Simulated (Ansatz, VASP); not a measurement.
MnO: VASP beside Ansatz

File INCAR:

```
ALGO = Normal
EDIFF = 1E-6
ENCUT = 600
GGA = PE
GGA_COMPAT = False
ISIF = 2
ISMEAR = 0
ISPIN = 2
LASPH = True
LCHARG = False
LMAXMIX = 4
LORBIT = 11
LREAL = False
LWAVE = False
MAGMOM = 4.46 0.26
NBANDS = 22
NELM = 200
PREC = Accurate
SIGMA = 0.15
```

Contents of KPOINTS:

```
k-points
0
Gamma
  18 18 18
```

File POSCAR:

```
MnO
1.0
    0.0000000000      2.1109000000      2.2220000000
    2.2220000000      0.0000000000      2.2220000000
    2.2220000000      2.1109000000      0.0000000000
Mn O
1 1
Direct
    0.0000000000      0.0000000000      0.0000000000
    0.5000000000      0.5000000000      0.5000000000
```

Input for Ansatz:

```yaml
crystal:
  lattice:
    - [0.0, 2.1109, 2.222]
    - [2.222, 0.0, 2.222]
    - [2.222, 2.1109, 0.0]
  atoms:
    - { symbol: Mn, position: [0.0, 0.0, 0.0], spin: 4.46 }
    - { symbol: O, position: [0.5, 0.5, 0.5], spin: 0.26 }
basis:
  ecutwfc: 420
kpoints:
  mp_grid: { grid: [18, 18, 18] }
hamiltonian:
  xc: pbe
scf:
  occupations: { method: gaussian, width: 0.15 }
output:
  forces: true
  stress: true
  eigenvalues: true
  populations: true
magnetization:
  spin_polarized: true
```

Change from the starting cell: strain -0.0500 x Voigt [0, 1, 0, 0, 0, 0], atoms carried along.

Alike in both runs: task single point; functional PBE; k mesh 18 × 18 × 18; occupations gaussian, width 0.15 eV; collinear spin.

|  | VASP | Ansatz |
| --- | --- | --- |
| version | VASP 6.6.1 | Ansatz 0.2.0 |
| potentials or method | VASP PAW PBE potentials, release 64 (Mn_sv, O), cutoff 600 eV | scalar-relativistic, plane waves, PAW |
| valence electrons in the cell | 21 | 21 |

|  | VASP | Ansatz | Ansatz less VASP |
| --- | --- | --- | --- |
| gap on the k mesh at the Fermi level (eV) | none | none | - |
| pressure (GPa) | 4.5 | 6.4 | +1.82 |
| traceless stress, the component that is largest in VASP (GPa) | 1.26 | 1.29 | +0.028 |
| net moment per atom (μB) | 2.30 | 2.31 | +0.001 |
| size of the moment on the site where the two differ most (μB) | 4.03 | 3.84 | -0.196 |

Site moments also hang on the region over which each program counts them. A gap of «none» marks a metal or a gap that the smearing closes.
